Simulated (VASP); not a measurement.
# Cl (Fd-3m) in VASP: single point with PBE

Aim: the single point of Cl with PBE.

Everything below comes from runs of VASP 6.6.1. Logs are shortened: lines on timing, memory, paths and dates and some standing lists are left out, and cuts for length are marked.

## Step 1: The cell of the first run

Symmetry: Fd-3m, No. 227, cubic system. Conventional cell: a = 6.481 Å, b = 6.481 Å, c = 6.481 Å, α = 90.00°, β = 90.00°, γ = 90.00°. Cl (site symmetry -43m) has 4 Cl at 2.81 Å within 3.7 Å.

## Step 2: Single point, PBE (34.03 Å³/atom)

Input file INCAR:

```
SYSTEM = Cl
PREC = Accurate
ENCUT = 520
EDIFF = 1E-7
ISMEAR = -1
SIGMA = 0.1
LREAL = .False.
LASPH = .True.
NELM = 100
ALGO = Normal
ISIF = 2
LWAVE = .False.
LCHARG = .True.
GGA = PE
LELF = .True.
LVHAR = .True.
NBANDS = 14
```

Input file KPOINTS:

```
Automatic mesh
0
Gamma
  11 11 11
  0 0 0
```

Input file POSCAR:

```
Cl
1.0
    0.0000000000      3.2406276395      3.2406276395
    3.2406276395      0.0000000000      3.2406276395
    3.2406276395      3.2406276395      0.0000000000
Cl
2
Direct
   -0.1250000000     -0.1250000000     -0.1250000000
    0.1250000000      0.1250000000      0.1250000000
```

Potentials or basis: VASP PAW PBE potentials, release 64 (Cl).

On the command line:

```console
$ cat potpaw_PBE.64/Cl/POTCAR > POTCAR
$ mpirun -np 1 vasp_std > vasp.out
```

OUTCAR:

```text
SYSTEM = Cl
   PREC = Accurate
   ENCUT = 520
   EDIFF = 1E-7
   ISMEAR = -1
   LREAL = .False.
   LASPH = .True.
   NELM = 100
   ISIF = 2
   GGA = PE

 ion  position               nearest neighbor table
   1  0.875  0.875  0.875-
   2  0.125  0.125  0.125-

  LATTYP: Found a face centered cubic cell.
 ALAT       =     6.4812552790

  Lattice vectors:

 A1 = (   0.0000000000,   3.2406276395,   3.2406276395)
 A2 = (   3.2406276395,   0.0000000000,   3.2406276395)
 A3 = (   3.2406276395,   3.2406276395,   0.0000000000)

Analysis of symmetry for initial positions (statically):
=====================================================================
 Subroutine PRICEL returns:
 Original cell was already a primitive cell.

 Routine SETGRP: Setting up the symmetry group for a
 face centered cubic supercell.

 Subroutine GETGRP returns: Found 48 space group operations
 (whereof 12 operations were pure point group operations)
 out of a pool of 48 trial point group operations.

The static configuration has the point symmetry D_3d.
 The point group associated with its full space group is O_h .

Analysis of symmetry for dynamics (positions and initial velocities):
=====================================================================
 Subroutine PRICEL returns:
 Original cell was already a primitive cell.

 Routine SETGRP: Setting up the symmetry group for a
 face centered cubic supercell.

 Subroutine GETGRP returns: Found 48 space group operations
 (whereof 12 operations were pure point group operations)
 out of a pool of 48 trial point group operations.

The dynamic configuration has the point symmetry D_3d.
 The point group associated with its full space group is O_h .

 Subroutine INISYM returns: Found 48 space group operations
 (whereof 12 operations are pure point group operations),
 and found     1 'primitive' translations

----------------------------------------------------------------------------------------

                                     Primitive cell

  volume of cell :      68.0640

  direct lattice vectors                    reciprocal lattice vectors
     0.000000000  3.240627639  3.240627639    -0.154291099  0.154291099  0.154291099
     3.240627639  0.000000000  3.240627639     0.154291099 -0.154291099  0.154291099
     3.240627639  3.240627639  0.000000000     0.154291099  0.154291099 -0.154291099

  length of vectors
     4.582939558  4.582939558  4.582939558     0.267240023  0.267240023  0.267240023

  position of ions in fractional coordinates (direct lattice)
     0.875000000  0.875000000  0.875000000
     0.125000000  0.125000000  0.125000000

  ion indices of the primitive-cell ions
   primitive index   ion index
                 1           1
                 2           2

----------------------------------------------------------------------------------------

 KPOINTS: Automatic mesh

Automatic generation of k-mesh.
 Grid dimensions read from file:
 generate k-points for:   11   11   11

 Generating k-lattice:

  Cartesian coordinates                     Fractional coordinates (reciprocal lattice)
    -0.014026464  0.014026464  0.014026464     0.090909091  0.000000000  0.000000000
     0.014026464 -0.014026464  0.014026464     0.000000000  0.090909091  0.000000000
     0.014026464  0.014026464 -0.014026464     0.000000000  0.000000000  0.090909091

  Length of vectors
     0.024294548  0.024294548  0.024294548

  Shift w.r.t. Gamma in fractional coordinates (k-lattice)
     0.000000000  0.000000000  0.000000000

 Subroutine IBZKPT returns following result:
 ===========================================

 Found     56 irreducible k-points:

 Following reciprocal coordinates:
            Coordinates               Weight
  0.000000  0.000000  0.000000      1.000000
  0.090909  0.000000  0.000000      8.000000
  0.181818  0.000000  0.000000      8.000000
  0.272727  0.000000  0.000000      8.000000
  0.363636  0.000000  0.000000      8.000000
  0.454545  0.000000  0.000000      8.000000
[... 16 lines left out ...]
 -0.272727  0.181818  0.000000     24.000000
 -0.181818  0.181818  0.000000     12.000000
 [... further k-points ...]
   k-points           NKPTS =     56   k-points in BZ     NKDIM =     56   number of bands    NBANDS=     14
   number of dos      NEDOS =    301   number of ions     NIONS =      2
   total plane-waves  NPLWV =  46656
   dimension x,y,z NGX =    36 NGY =   36 NGZ =   36
   dimension x,y,z NGXF=    72 NGYF=   72 NGZF=   72
   ions per type =               2
   NGX,Y,Z   is equivalent  to a cutoff of  13.06, 13.06, 13.06 a.u.
   NGXF,Y,Z  is equivalent  to a cutoff of  26.12, 26.12, 26.12 a.u.
 SYSTEM =  Cl
   PREC   = accura    normal or accurate (medium, high low for compatibility)
   ISTART =      0    job   : 0-new  1-cont  2-samecut
   ICHARG =      2    charge: 1-file 2-atom 10-const
   ISPIN  =      1    spin polarized calculation?
   LNONCOLLINEAR =      F non collinear calculations
   LSORBIT =      F    spin-orbit coupling
   LASPH  =      T    aspherical Exc in radial PAW
   ENCUT  =  520.0 eV  38.22 Ry    6.18 a.u.   8.52  8.52  8.52*2*pi/ulx,y,z
   NELM   =    100;   NELMIN=  2; NELMDL= -5     # of ELM steps
   EDIFF  = 0.1E-06   stopping-criterion for ELM
   LREAL  =      F    real-space projection
   EDIFFG = 0.1E-05   stopping-criterion for IOM
   NSW    =      0    number of steps for IOM
   IBRION =     -1    ionic relax: 0-MD 1-quasi-New 2-CG
   NFREE  =      0    steps in history (QN), initial steepest desc. (CG)
   ISIF   =      2    stress and relaxation
   ISYM   =      2    0-nonsym 1-usesym 2-fastsym
   POTIM  = 0.5000    time-step for ionic-motion
   TEBEG  =    0.0;   TEEND  =   0.0 temperature during run
   PSTRESS=    0.0 pullay stress
   NELECT =      14.0000    total number of electrons
   NUPDOWN=      -1.0000    fix difference up-down
   EMIN   =  10.00;   EMAX   =-10.00  energy-range for DOS
   EFERMI =   0.00;   METHOD = LEGACY
   ISMEAR =    -1;   SIGMA  =   0.10  broadening in eV -4-tet -1-fermi 0-gaus
   EFERMI_NEDOS =   21; number of points for ismear=-14 and -15
   IALGO  =     38    algorithm
   IMIX   =      4    mixing-type and parameters
     AMIX     =   0.40;   BMIX     =  1.00
     AMIX_MAG =   1.60;   BMIX_MAG =  1.00
  volume/ion in A,a.u.               =      34.03       229.66
  Fermi-wavevector in a.u.,A,eV,Ry     =   0.966374  1.826181 12.706180  0.933878
  Thomas-Fermi vector in A             =   2.096170
   LORBIT       =      0    0 simple, 1 ext, 2 COOP (PROOUT), +10 PAW based schemes
   GGA     = PE    functional components
   LHFCALC =     F    Hartree Fock is set to
   AEXX    =    0.0000 exact exchange contribution
   IVDW    =     0    specifies the selected vdW correction
   LEPSILON=     F    determine dielectric tensor
   LRPA    =     F    only Hartree local field effects (RPA)
 non-spin polarized calculation
  energy-cutoff  :      520.00
  volume of cell :       68.06
 maximum number of plane-waves:      1857
 NGX is ok and might be reduce to    36
   NGX = 17   NGY = 17   NGZ = 17

 number of electron      13.9999999 magnetization

 Free energy of the ion-electron system (eV)
  ---------------------------------------------------
  ext. energy  EPLUGINS =         0.00000000
  ---------------------------------------------------
  free energy    TOTEN  =        -2.06075310 eV

  energy without entropy =       -1.90143352  energy(sigma->0) =       -1.98109331

 E-fermi :  -1.3904     XC(G=0):  -7.0276

 val. band max:       -1.3909250917   @ k =  -0.4545   0.2727   0.0909
 cond. band min:      -1.3829943793   @ k =   0.4545   0.1818   0.0909
 fundamental gap:      0.0079307124
 Fermi energy:        -1.3903961445

 k-point     1 :       0.0000    0.0000    0.0000
  band No.  band energies     occupation
      1     -16.4045      2.00000
      2     -14.0630      2.00000
      3      -4.0271      2.00000
      4      -4.0271      2.00000
      5      -4.0271      2.00000
      6      -2.2048      1.99942
      7      -2.2048      1.99942
      8      -2.2048      1.99942
      9       5.0590      0.00000
     10       9.2378      0.00000
     11       9.2378      0.00000
     12      10.7485      0.00000
     13      10.7485      0.00000
     14      10.7485      0.00000

 k-point     2 :       0.0909    0.0000    0.0000
  band No.  band energies     occupation
      1     -16.3742      2.00000
      2     -14.1067      2.00000
      3      -4.0664      2.00000
      4      -4.0664      2.00000
      5      -4.0594      2.00000
      6      -2.1706      1.99918
      7      -2.1541      1.99904
      8      -2.1541      1.99904
      9       5.2226      0.00000
     10       9.0672      0.00000
     11       9.0672      0.00000
     12      10.6128      0.00000
     13      11.0951      0.00000
     14      11.0951      0.00000

 k-point     3 :       0.1818    0.0000    0.0000
  band No.  band energies     occupation
      1     -16.2870      2.00000
      2     -14.2292      2.00000
      3      -4.1624      2.00000
      4      -4.1624      2.00000
      5      -4.1534      2.00000
      6      -2.0590      1.99751
      7      -2.0281      1.99660
      8      -2.0281      1.99660
      9       5.6575      0.00000
     10       8.8269      0.00000
     11       8.8269      0.00000
     12      10.3174      0.00000
     13      11.7218      0.00000
     14      11.7659      0.00000
[... 324 lines left out ...]
 k-point    23 :      -0.2727    0.1818    0.0000
  band No.  band energies     occupation
      1     -15.9601      2.00000
      2     -14.6533      2.00000
      3      -4.8070      2.00000
      4      -4.3690      2.00000
      5      -3.9067      2.00000
      6      -2.1009      1.99836
      7      -1.7376      1.93978
      8      -1.3794      0.94501
      9       6.7434      0.00000
     10       8.3121      0.00000
     11       8.3923      0.00000
     12       9.9510      0.00000
     13      11.5892      0.00000
     14      11.9766      0.00000

 k-point    24 :      -0.1818    0.1818    0.0000
  band No.  band energies     occupation
      1     -16.1063      2.00000
      2     -14.4701      2.00000
      3      -4.6296      2.00000
      4      -4.2567      2.00000
      5      -3.9741      2.00000
      6      -2.1238      1.99869
      7      -1.8916      1.98678
      8      -1.5513      1.66654
      9       6.3795      0.00000
     10       8.3237      0.00000
     11       8.5857      0.00000
     12      10.4836      0.00000
     13      11.2725      0.00000
     14      11.9334      0.00000

 [... further k-points ...]

------------------------ aborting loop because EDIFF is reached ----------------------------------------

  FORCE on cell =-STRESS in cart. coord.  units (eV):
  Direction    XX          YY          ZZ          XY          YZ          ZX
  --------------------------------------------------------------------------------------
  -------------------------------------------------------------------------------------
  Total       -0.0120808     -0.0120808     -0.0120808      0.0000000      0.0000000      0.0000000
  in kB       -0.2843745     -0.2843745     -0.2843745      0.0000000      0.0000000      0.0000000
  external PRESSURE =      -0.2843745 kB  Pullay stress =       0.0000000 kB

 VOLUME and BASIS-vectors are now :
 -----------------------------------------------------------------------------
  energy-cutoff  :      520.00
  volume of cell :       68.06
      direct lattice vectors                 reciprocal lattice vectors
     0.000000000  3.240627639  3.240627639    -0.154291099  0.154291099  0.154291099
     3.240627639  0.000000000  3.240627639     0.154291099 -0.154291099  0.154291099
     3.240627639  3.240627639  0.000000000     0.154291099  0.154291099 -0.154291099

 POSITION                                       TOTAL-FORCE (eV/Angst)
 -----------------------------------------------------------------------------------
      5.67110      5.67110      5.67110         0.000000      0.000000      0.000000
      0.81016      0.81016      0.81016        -0.000000     -0.000000     -0.000000
 -----------------------------------------------------------------------------------
    total drift:                               -0.000000      0.000000      0.000000

  FREE ENERGIE OF THE ION-ELECTRON SYSTEM (eV)
  ---------------------------------------------------
  free  energy   TOTEN  =        -2.0607531015 eV

  energy  without entropy=       -1.9014335198  energy(sigma->0) =       -1.98109331
```

Wall time 18 s (1 thread of Intel Xeon 6975P-C (Granite Rapids), shared host); peak memory 0.2 GiB.

Results:

```
Free energy            : -2.0608 eV
Pressure               : 0.0 GPa
Band gap on the k mesh : zero (bands 7 and 8 overlap by 1.13 eV)
```

Levels at points of the mesh, in eV from the Fermi level:
| k point | band 3 | band 4 | band 5 | band 6 | band 7 | band 8 | band 9 | band 10 | band 11 | band 12 |
| --- | --- | --- | --- | --- | --- | --- | --- | --- | --- | --- |
| (0.00, 0.00, 0.00) | -2.64 | -2.64 | -2.64 | -0.81 | -0.81 | -0.81 | 6.45 | 10.63 | 10.63 | 12.14 |
